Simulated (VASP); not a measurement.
Al3H, 4 atoms in the cell. The cell holds a slab with vacuum, 4 atoms: a = 2.857 Å, b = 2.857 Å, c = 19.675 Å, α = 90.00°, β = 90.00°, γ = 90.00°. 

| Property | Result |
| --- | --- |
| Program | VASP 6.6.1 |
| Task | relaxation of the atoms |
| Functional | PBE |
| Potentials or basis | VASP PAW PBE potentials, release 64 (Al, H) |
| Cutoff | 520 eV |
| k mesh | 9 × 9 × 1 |
| Occupations | gaussian, width 0.1 eV |
| Spin | no spin polarisation |
| Dipole correction | yes |
| Atoms held fixed (from 0) | [0, 1, 2, 3] |
| Further INCAR settings | ALGO = Normal; EDIFF = 1e-06; IBRION = 2; EDIFFG = -0.025; NSW = 36 |

Potentials or basis: VASP PAW PBE potentials, release 64 (Al, H).

The run is started by

```sh
$ cat potpaw_PBE.64/Al/POTCAR potpaw_PBE.64/H/POTCAR > POTCAR
$ mpirun -np 1 vasp_std > vasp.out
```

Hardware: 1 thread of Intel(R) Xeon(R) Platinum 8259CL CPU @ 2.50GHz (Skylake/Cascade Lake), on a shared host.

**Question.** Estimate the wall time of this run.

**Answer.** Wall time 74 s on 1 thread of Intel(R) Xeon(R) Platinum 8259CL CPU @ 2.50GHz (Skylake/Cascade Lake), with other jobs on the host, peak memory 0.28 GiB. Counts: scf iterations 32, k points 25, ion steps 3.
